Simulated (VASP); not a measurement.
# Y in VASP: notebook

Runs on Y. Level: PBE. Tasks: single point.

All numbers are computed with VASP 6.6.1; they aren't measurements. Logs are shortened: lines on timing, memory, paths and dates and some standing lists are left out, and cuts for length are marked.

**1. The cell of the first run**

The cell holds a sheet with vacuum, 2 atoms: a = 2.987 Å, b = 2.987 Å, c = 17.000 Å, α = 90.00°, β = 90.00°, γ = 90.00°.

**2. Single point, PBE**

File INCAR:

```
PREC = Accurate ; ENCUT = 520
EDIFF = 1E-6 ; ISMEAR = 0
SIGMA = 0.1 ; LREAL = F
LASPH = T ; NELM = 60
ALGO = Normal ; ISIF = 2
LWAVE = F ; LCHARG = F
LDIPOL = T ; IDIPOL = 3
DIPOL = 0.5 0.5 0.500 ; GGA = PE
NBANDS = 18
```

File KPOINTS:

```
Automatic mesh
0
Gamma
  6 6 1
```

File POSCAR:

```
Y
1.0
    2.9867710000      0.0000000000      0.0000000000
    0.0000000000      2.9867710000      0.0000000000
    0.0000000000      0.0000000000     17.0000000000
Y
2
Direct
    0.5000000000      0.5000000000      0.5844039100
    0.5000000000      0.5000000000      0.4155960900
```

Potentials or basis: VASP PAW PBE potentials, release 64 (Y_sv).

The run is started by

```sh
$ cat potpaw_PBE.64/Y_sv/POTCAR > POTCAR
$ mpirun -np 1 vasp_std > vasp.out
```

OUTCAR:

```text
PREC = Accurate
   ENCUT = 520
   EDIFF = 1E-6
   ISMEAR = 0
   LREAL = F
   LASPH = T
   NELM = 60
   ISIF = 2
   GGA = PE

 ion  position               nearest neighbor table
   1  0.500  0.500  0.584-   2 2.87   2 4.14   2 4.14   2 4.14   2 4.14
   2  0.500  0.500  0.416-   1 2.87   1 4.14   1 4.14   1 4.14   1 4.14

  LATTYP: Found a simple tetragonal cell.
 ALAT       =     2.9867710000
 C/A-ratio  =     5.6917654551

  Lattice vectors:

 A1 = (   2.9867710000,   0.0000000000,   0.0000000000)
 A2 = (   0.0000000000,   2.9867710000,   0.0000000000)
 A3 = (   0.0000000000,   0.0000000000,  17.0000000000)

Analysis of symmetry for initial positions (statically):
=====================================================================
 Subroutine PRICEL returns:
 Original cell was already a primitive cell.

 Routine SETGRP: Setting up the symmetry group for a
 simple tetragonal supercell.

 Subroutine GETGRP returns: Found 16 space group operations
 (whereof 16 operations were pure point group operations)
 out of a pool of 16 trial point group operations.

The static configuration has the point symmetry D_4h.

Analysis of symmetry for dynamics (positions and initial velocities):
=====================================================================
 Subroutine PRICEL returns:
 Original cell was already a primitive cell.

 Routine SETGRP: Setting up the symmetry group for a
 simple tetragonal supercell.

 Subroutine GETGRP returns: Found 16 space group operations
 (whereof 16 operations were pure point group operations)
 out of a pool of 16 trial point group operations.

The dynamic configuration has the point symmetry D_4h.

 Subroutine INISYM returns: Found 16 space group operations
 (whereof 16 operations are pure point group operations),
 and found     1 'primitive' translations

----------------------------------------------------------------------------------------

                                     Primitive cell

  volume of cell :     151.6536

  direct lattice vectors                    reciprocal lattice vectors
     2.986771000  0.000000000  0.000000000     0.334809733  0.000000000  0.000000000
     0.000000000  2.986771000  0.000000000     0.000000000  0.334809733  0.000000000
     0.000000000  0.000000000 17.000000000     0.000000000  0.000000000  0.058823529

  length of vectors
     2.986771000  2.986771000 17.000000000     0.334809733  0.334809733  0.058823529

  position of ions in fractional coordinates (direct lattice)
     0.500000000  0.500000000  0.584403910
     0.500000000  0.500000000  0.415596090

  ion indices of the primitive-cell ions
   primitive index   ion index
                 1           1
                 2           2

----------------------------------------------------------------------------------------

 KPOINTS: Automatic mesh

Automatic generation of k-mesh.
 Grid dimensions read from file:
 generate k-points for:    6    6    1

 Generating k-lattice:

  Cartesian coordinates                     Fractional coordinates (reciprocal lattice)
     0.055801622  0.000000000  0.000000000     0.166666667  0.000000000  0.000000000
     0.000000000  0.055801622  0.000000000     0.000000000  0.166666667  0.000000000
     0.000000000  0.000000000  0.058823529     0.000000000  0.000000000  1.000000000

  Length of vectors
     0.055801622  0.055801622  0.058823529

  Shift w.r.t. Gamma in fractional coordinates (k-lattice)
     0.000000000  0.000000000  0.000000000

 Subroutine IBZKPT returns following result:
 ===========================================

 Found     10 irreducible k-points:

 Following reciprocal coordinates:
            Coordinates               Weight
  0.000000  0.000000  0.000000      1.000000
  0.166667  0.000000  0.000000      4.000000
  0.333333  0.000000  0.000000      4.000000
  0.500000  0.000000  0.000000      2.000000
  0.166667  0.166667  0.000000      4.000000
  0.333333  0.166667  0.000000      8.000000
  0.500000  0.166667  0.000000      4.000000
  0.333333  0.333333  0.000000      4.000000
  0.500000  0.333333  0.000000      4.000000
  0.500000  0.500000  0.000000      1.000000
   k-points           NKPTS =     10   k-points in BZ     NKDIM =     10   number of bands    NBANDS=     18
   number of dos      NEDOS =    301   number of ions     NIONS =      2
   total plane-waves  NPLWV =  72576
   dimension x,y,z NGX =    24 NGY =   24 NGZ =  126
   dimension x,y,z NGXF=    48 NGYF=   48 NGZF=  252
   ions per type =               2
   NGX,Y,Z   is equivalent  to a cutoff of  13.36, 13.36, 12.32 a.u.
   NGXF,Y,Z  is equivalent  to a cutoff of  26.72, 26.72, 24.64 a.u.
 SYSTEM =  unknown system
   PREC   = accura    normal or accurate (medium, high low for compatibility)
   ISTART =      0    job   : 0-new  1-cont  2-samecut
   ICHARG =      2    charge: 1-file 2-atom 10-const
   ISPIN  =      1    spin polarized calculation?
   LNONCOLLINEAR =      F non collinear calculations
   LSORBIT =      F    spin-orbit coupling
   LASPH  =      T    aspherical Exc in radial PAW
   ENCUT  =  520.0 eV  38.22 Ry    6.18 a.u.   5.55  5.55 31.61*2*pi/ulx,y,z
   NELM   =     60;   NELMIN=  2; NELMDL= -5     # of ELM steps
   EDIFF  = 0.1E-05   stopping-criterion for ELM
   LREAL  =      F    real-space projection
   EDIFFG = 0.1E-04   stopping-criterion for IOM
   NSW    =      0    number of steps for IOM
   IBRION =     -1    ionic relax: 0-MD 1-quasi-New 2-CG
   NFREE  =      0    steps in history (QN), initial steepest desc. (CG)
   ISIF   =      2    stress and relaxation
   ISYM   =      2    0-nonsym 1-usesym 2-fastsym
   POTIM  = 0.5000    time-step for ionic-motion
   TEBEG  =    0.0;   TEEND  =   0.0 temperature during run
   PSTRESS=    0.0 pullay stress
   NELECT =      22.0000    total number of electrons
   NUPDOWN=      -1.0000    fix difference up-down
   EMIN   =  10.00;   EMAX   =-10.00  energy-range for DOS
   EFERMI =   0.00;   METHOD = LEGACY
   ISMEAR =     0;   SIGMA  =   0.10  broadening in eV -4-tet -1-fermi 0-gaus
   EFERMI_NEDOS =   21; number of points for ismear=-14 and -15
   IALGO  =     38    algorithm
   IMIX   =      4    mixing-type and parameters
     AMIX     =   0.40;   BMIX     =  1.00
     AMIX_MAG =   1.60;   BMIX_MAG =  1.00
  volume/ion in A,a.u.               =      75.83       511.70
  Fermi-wavevector in a.u.,A,eV,Ry     =   0.860197  1.625537 10.067489  0.739940
  Thomas-Fermi vector in A             =   1.977666
   LORBIT       =      0    0 simple, 1 ext, 2 COOP (PROOUT), +10 PAW based schemes
   GGA     = PE    functional components
   LHFCALC =     F    Hartree Fock is set to
   AEXX    =    0.0000 exact exchange contribution
   IVDW    =     0    specifies the selected vdW correction
   LEPSILON=     F    determine dielectric tensor
   LRPA    =     F    only Hartree local field effects (RPA)
 non-spin polarized calculation
 Gauss-broadening in eV      SIGMA  =   0.10
  energy-cutoff  :      520.00
  volume of cell :      151.65
 maximum number of plane-waves:      4111
 NGX is ok and might be reduce to    24
   NGX = 11   NGY = 11   NGZ = 63

 number of electron      22.0000000 magnetization

 dipolmoment           0.000000      0.000000     -0.000000 electrons x Angstroem

 Free energy of the ion-electron system (eV)
  ---------------------------------------------------
  ext. energy  EPLUGINS =         0.00000000
  ---------------------------------------------------
  free energy    TOTEN  =        -9.90871893 eV

  energy without entropy =       -9.88269779  energy(sigma->0) =       -9.89570836

 E-fermi :  -0.9803     XC(G=0):  -4.6511

 val. band max:       -1.0533282019   @ k =   0.1667   0.1667   0.0000
 cond. band min:      -0.9622744831   @ k =   0.5000   0.0000   0.0000
 fundamental gap:      0.0910537188
 Fermi energy:        -0.9802739372

 k-point     1 :       0.0000    0.0000    0.0000
  band No.  band energies     occupation
      1     -43.8890      2.00000
      2     -43.7510      2.00000
      3     -24.4891      2.00000
      4     -23.4918      2.00000
      5     -23.1077      2.00000
      6     -23.1077      2.00000
[... 10 lines left out ...]
     17       2.6633      0.00000
     18       2.6633      0.00000

 k-point     2 :       0.1667    0.0000    0.0000
  band No.  band energies     occupation
      1     -43.8453      2.00000
      2     -43.7086      2.00000
      3     -24.4373      2.00000
      4     -23.5020      2.00000
      5     -23.4555      2.00000
      6     -23.3771      2.00000
[... 10 lines left out ...]
     17       2.8167      0.00000
     18       3.3197      0.00000

 k-point     3 :       0.3333    0.0000    0.0000
  band No.  band energies     occupation
      1     -43.7564      2.00000
      2     -43.6222      2.00000
      3     -24.3323      2.00000
      4     -24.2242      2.00000
      5     -24.0747      2.00000
      6     -23.3719      2.00000
[... 10 lines left out ...]
     17       2.9140      0.00000
     18       2.9902      0.00000

 k-point     4 :       0.5000    0.0000    0.0000
  band No.  band energies     occupation
      1     -43.7111      2.00000
      2     -43.5782      2.00000
      3     -24.5611      2.00000
      4     -24.3975      2.00000
      5     -24.2765      2.00000
      6     -23.3315      2.00000
[... 81 lines left out ...]
      4     -24.0858      2.00000
      5     -24.0506      2.00000
      6     -23.9452      2.00000
[... 10 lines left out ...]
     17       2.7298      0.00000
     18       3.7285      0.00000

 k-point     9 :       0.5000    0.3333    0.0000
  band No.  band energies     occupation
      1     -43.5842      2.00000
      2     -43.4546      2.00000
      3     -24.3911      2.00000
      4     -24.2396      2.00000
      5     -24.1355      2.00000
      6     -24.0149      2.00000
[... 10 lines left out ...]
     17       3.9330      0.00000
     18       4.3457      0.00000

 k-point    10 :       0.5000    0.5000    0.0000
  band No.  band energies     occupation
      1     -43.5408      2.00000
      2     -43.4125      2.00000
      3     -24.3326      2.00000
      4     -24.3326      2.00000
      5     -24.1853      2.00000
      6     -24.1853      2.00000
[... 10 lines left out ...]
     17       5.0976      0.00000
     18       5.0976      0.00000

------------------------ aborting loop because EDIFF is reached ----------------------------------------

 vacuum level on the upper side and lower side of the slab       (xc-potential included)        -0.330        -0.330

  FORCE on cell =-STRESS in cart. coord.  units (eV):
  Direction    XX          YY          ZZ          XY          YZ          ZX
  --------------------------------------------------------------------------------------
  -------------------------------------------------------------------------------------
  Total        3.7457236      3.7457236      2.8188606      0.0000000      0.0000000      0.0000000
  in kB       39.5725048     39.5725048     29.7804607      0.0000000      0.0000000      0.0000000
  external PRESSURE =      36.3084901 kB  Pullay stress =       0.0000000 kB

 VOLUME and BASIS-vectors are now :
 -----------------------------------------------------------------------------
  energy-cutoff  :      520.00
  volume of cell :      151.65
      direct lattice vectors                 reciprocal lattice vectors
     2.986771000  0.000000000  0.000000000     0.334809733  0.000000000  0.000000000
     0.000000000  2.986771000  0.000000000     0.000000000  0.334809733  0.000000000
     0.000000000  0.000000000 17.000000000     0.000000000  0.000000000  0.058823529

 POSITION                                       TOTAL-FORCE (eV/Angst)
 -----------------------------------------------------------------------------------
      1.49339      1.49339      9.93487         0.000000      0.000000      0.983925
      1.49339      1.49339      7.06513         0.000000     -0.000000     -0.983925
 -----------------------------------------------------------------------------------
    total drift:                                0.000000      0.000000      0.000000

  FREE ENERGIE OF THE ION-ELECTRON SYSTEM (eV)
  ---------------------------------------------------
  free  energy   TOTEN  =        -9.9087189329 eV

  energy  without entropy=       -9.8826977870  energy(sigma->0) =       -9.89570836

 vacuum level on the upper side and lower side of the slab         2.713         2.713
```

Wall time 37 s (1 thread of Intel Xeon 6975P-C (Granite Rapids), shared host); peak memory 0.25 GiB.

What came out:

```
Free energy            : -9.9087 eV
Largest force          : 0.984 eV/Å
Band gap on the k mesh : zero (band 11 reaches -0.92 eV, above the bottom of band 12 at -1.51 eV)
```

Forces in eV/Å, atoms in the order of the input:
```
Y    0.000  0.000  0.984
Y    0.000  0.000 -0.984
```

**3. Single point, PBE**

This run uses another cell than the first one, of 153.66 Å³/atom, 2.026 times its volume.

File INCAR:

```
SYSTEM = Y
PREC = Accurate
ENCUT = 520
EDIFF = 1E-6
ISMEAR = 0
SIGMA = 0.1
LREAL = .False.
LASPH = .True.
NELM = 100
ALGO = Normal
ISIF = 2
LWAVE = .False.
LCHARG = .True.
LDIPOL = .True.
IDIPOL = 3
DIPOL = 0.5 0.5 0.288
GGA = PE
LELF = .True.
LVHAR = .True.
LVACPOTAV = .True.
NBANDS = 18
```

File KPOINTS:

```
Automatic mesh
0
Gamma
  6 6 1
  0 0 0
```

File POSCAR:

```
Y
1.0
    3.2254258614      0.0000000000      0.0000000000
    0.0000000000      3.2254258614      0.0000000000
    0.0000000000      0.0000000000     29.5394658800
Y
2
Direct
    0.5000000000      0.5000000000      0.3450223512
    0.5000000000      0.5000000000      0.2304789144
```

Potentials or basis: VASP PAW PBE potentials, release 64 (Y_sv).

The run is started by

```sh
$ cat potpaw_PBE.64/Y_sv/POTCAR > POTCAR
$ mpirun -np 1 vasp_std > vasp.out
```

Wall time 73 s (1 thread of Intel Xeon 6975P-C (Granite Rapids), shared host); peak memory 0.36 GiB.

The run converged. Its results:

```
Free energy            : -10.4533 eV
Largest force          : 0.009 eV/Å
Band gap on the k mesh : zero (band 11 reaches -1.84 eV, above the bottom of band 12 at -2.25 eV)
```

Forces in eV/Å, atoms in the order of the input:
```
Y    0.000  0.000 -0.009
Y    0.000  0.000  0.009
```

Levels at points of the mesh, in eV from the Fermi level:
| k point | band 8 | band 9 | band 10 | band 11 | band 12 | band 13 | band 14 | band 15 |
| --- | --- | --- | --- | --- | --- | --- | --- | --- |
| (0.00, 0.00, 0.00) | -22.72 | -3.87 | -2.75 | -0.52 | -0.28 | -0.25 | 0.21 | 0.44 |
| (0.50, 0.00, 0.00) | -22.66 | -1.20 | -1.07 | -0.33 | 0.20 | 0.68 | 0.83 | 2.59 |
| (0.50, 0.50, 0.00) | -22.96 | -1.62 | -1.14 | 0.13 | 0.13 | 1.44 | 1.59 | 1.59 |
